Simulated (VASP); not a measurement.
The system is BeTe.

```xyz
2
Lattice="0.0000 2.8286 2.9619 2.8286 0.0000 2.9619 2.8286 2.8286 0.0000" Properties=species:S:1:pos:R:3 pbc="T T T"
Be    0.0000    0.0000    0.0000
Te    1.4143    1.4143    1.4809
```

This cell differs from its parent crystal: uniaxial z strain +4.7%.

Program: VASP 6.6.1. Alike in all runs: task single point; potentials or basis VASP PAW PBE potentials, release 64 (Be, Te); no spin polarisation; cell as given; cutoff (eV) 520.

Problem. Order these runs on this cell by their band gap on the k mesh, lowest first.
A. level PBE; k mesh 8 × 8 × 8; smearing fermi-dirac 0.02 eV
B. level r2SCAN; k mesh 8 × 8 × 8; smearing gaussian 0.01 eV
C. level HSE06; k mesh 6 × 6 × 6; smearing gaussian 0.01 eV; grid for exact exchange (PRECFOCK) Normal; screening parameter 0.2079 1/Å

Solution. A (1.94 eV), B (2.29 eV), C (2.60 eV).

Caveats: spin-orbit coupling is left out, which moves the levels of the heavy elements.

A k mesh can miss the band edges.
